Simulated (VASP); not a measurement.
Wanted: the native input for a VASP 6.6.1 run.

| Quantity | Value |
| --- | --- |
| Task | single point |
| Functional | LDA |
| Potentials or basis | VASP PAW LDA potentials, release 64 (B, N) |
| Cutoff | 520 eV |
| k mesh | 11 × 11 × 11 |
| Occupations | fermi-dirac, width 0.02 eV |
| Spin | no spin polarisation |
| Dipole correction | no |
| Further INCAR settings | ALGO = Normal; EDIFF = 1e-07; NBANDS = 11 |

The structure of BN lies in POSCAR:

```
BN
1.0
    0.0000000000      1.8255750000      1.8075000000
    1.8255750000      0.0000000000      1.8075000000
    1.8255750000      1.8255750000      0.0000000000
B N
1 1
Direct
    0.0000000000      0.0000000000      0.0000000000
    0.7500000000      0.7500000000      0.7500000000
```

This cell differs from its parent crystal: equal xx and yy strain of +1 %.

These files were run (other wordings do the same):

INCAR

```
  ALGO = Normal
  EDIFF = 1E-7
  ENCUT = 520
  ISIF = 2
  ISMEAR = -1
  LASPH = True
  LCHARG = True
  LELF = True
  LREAL = False
  LVHAR = True
  LWAVE = False
  NBANDS = 11
  NELM = 60
  PREC = Accurate
  SIGMA = 0.02
```

KPOINTS

```
k-points
0
Gamma
  11 11 11
```

Potentials or basis: VASP PAW LDA potentials, release 64 (B, N).

The run is started by

```console
$ cat potpaw_LDA.64/B/POTCAR potpaw_LDA.64/N/POTCAR > POTCAR
$ mpirun -np 1 vasp_std > vasp.out
```

Results of the run:

The pressure is -17.1 GPa and the band gap on the k mesh is 4.25 eV, indirect (least direct gap 8.48 eV).

Caveat: the cell differs from its parent crystal (equal xx and yy strain of +1 %).

Wall time 14 s on 1 thread of Intel(R) Xeon(R) Platinum 8488C (Sapphire Rapids), on a shared host, peak memory 0.12 GiB.
